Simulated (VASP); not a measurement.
A run of VASP 6.6.1 is set up as follows.

Contents of INCAR:

```
SYSTEM = In
ALGO = Normal
EDIFF = 1E-6
ENCUT = 520
ISIF = 2
ISMEAR = -1
LASPH = .True.
LCHARG = .True.
LELF = .True.
LREAL = .False.
LVHAR = .True.
LWAVE = .False.
NBANDS = 12
NELM = 100
PREC = Accurate
SIGMA = 0.1
```

The input KPOINTS:

```
k-points
0
Gamma
  12 12 14
  0 0 0
```

File POSCAR:

```
In
1.0
   -1.6019898026      1.6281983263      2.4755659685
    1.6281983263     -1.6019898026      2.4755659685
    1.5260503434      1.5260503434     -2.4583443292
In
1
Direct
    0.0000000000      0.0000000000      0.0000000000
```

Potentials or basis: VASP PAW LDA potentials, release 64 (In_d).

Run with:

```bash
$ cat potpaw_LDA.64/In_d/POTCAR > POTCAR
$ mpirun -np 1 vasp_std > vasp.out
```

Problem. What does it give for the pressure?

Solution. 0.0 GPa.
